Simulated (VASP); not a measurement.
Here is a VASP 6.6.1 calculation.

The input INCAR:

```
SYSTEM = Be
PREC     = Accurate       ! precision mode
ENCUT    = 520            ! plane-wave cutoff, eV
EDIFF    = 1E-7           ! SCF threshold, eV
ISMEAR   = -1             ! smearing method
SIGMA    = 0.05           ! smearing width, eV
LREAL    = .FALSE.        ! projectors in reciprocal space
LASPH    = .TRUE.         ! aspherical terms in the spheres
NELM     = 100            ! most SCF steps
ALGO     = Normal         ! electronic algorithm
ISIF     = 2              ! what is computed and relaxed
LWAVE    = .FALSE.        ! write WAVECAR
LCHARG   = .TRUE.         ! write CHGCAR
GGA      = PS             ! functional
LELF     = .TRUE.         ! ELF
LVHAR    = .TRUE.       
NBANDS   = 9              ! bands
```

Contents of KPOINTS:

```
Automatic mesh
0
G
  13 13 7
  0 0 0
```

The input POSCAR:

```
Be
1.0
    2.2555980000      0.0000000000      0.0000000000
   -1.1277990000      1.9534050000      0.0000000000
    0.0000000000      0.0000000000      3.5568890000
Be
2
Direct
    0.3333330000      0.6666670000      0.2500000000
    0.6666670000      0.3333330000      0.7500000000
```

Potentials or basis: VASP PAW PBE potentials, release 64 (Be).

The run is started by

```sh
$ cat potpaw_PBE.64/Be/POTCAR > POTCAR
$ mpirun -np 1 vasp_std > vasp.out
```

(1) Predict the band gap on the k mesh.

(2) Predict the pressure.

Results:

(1) zero (band 2 reaches 8.17 eV, above the bottom of band 3 at 6.55 eV).

(2) 0.4 GPa.

Caveat: the PAW data sets were made with another functional, which shifts forces and pressure a little.
